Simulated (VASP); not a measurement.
**Ti2Co: single point with PBEsol**

The system is Ti2Co.

```
Ti Co
1.0
     0.00000    3.46068    3.46068
     3.46068    0.00000    3.46068
     3.46068    3.46068    0.00000
Ti Co
4 2
Direct
  0.12500 0.12500 0.12500
  0.62500 0.12500 0.12500
  0.12500 0.12500 0.62500
  0.12500 0.62500 0.12500
  0.50000 0.50000 0.50000
  0.75000 0.75000 0.75000
```

| Item | Value |
| --- | --- |
| Program | VASP 6.6.1 |
| Task | single point |
| Functional | PBEsol |
| Potentials or basis | VASP PAW PBE potentials, release 64 (Ti_sv, Co) |
| Cutoff | 520 eV |
| k mesh | 10 × 10 × 10 |
| Occupations | gaussian, width 0.1 eV |
| Spin | collinear spin, ferromagnetic start |
| Starting moments | [0.0, 0.0, 0.0, 0.0, 1.11, 1.11] μB |

- Pressure: 2.7 GPa
- Net moment: 1.67 μB per cell
- Site moments: Ti +0.02; Co +0.86 μB
- Valence electrons inside the program's atomic spheres: Ti 10.65; Co 8.00

Levels at points of the mesh, in eV from the Fermi level:
Spin up:
```csv
k point,band 30,band 31,band 32,band 33,band 34,band 35,band 36,band 37,band 38,band 39
"(0.00, 0.00, 0.00)",-1.25,-1.25,-0.27,-0.27,-0.27,-0.14,-0.14,3.67,3.67,3.67
"(0.50, 0.00, 0.00)",-0.79,-0.55,-0.55,-0.14,-0.14,0.73,0.73,0.84,1.37,1.53
"(0.50, 0.50, 0.00)",-0.78,-0.70,-0.70,0.19,0.19,0.34,0.34,1.42,1.42,1.47
```
Spin down:
| k point | band 28 | band 29 | band 30 | band 31 | band 32 | band 33 | band 34 | band 35 | band 36 | band 37 |
| --- | --- | --- | --- | --- | --- | --- | --- | --- | --- | --- |
| (0.00, 0.00, 0.00) | -0.80 | -0.71 | -0.71 | -0.71 | 0.22 | 0.22 | 0.25 | 0.25 | 0.25 | 3.63 |
| (0.50, 0.00, 0.00) | -0.49 | -0.39 | -0.34 | -0.34 | -0.12 | -0.12 | -0.08 | 0.91 | 1.16 | 1.16 |
| (0.50, 0.50, 0.00) | -1.00 | -0.74 | -0.74 | -0.05 | -0.05 | 0.34 | 0.34 | 0.84 | 0.84 | 1.49 |

It took 5.3 min on 1 thread of AMD EPYC 9R45 96-Core Processor (Zen 5), with other jobs on the host, peak memory 0.38 GiB.

Caveat: the PAW data sets were made with another functional, which shifts forces and pressure a little.
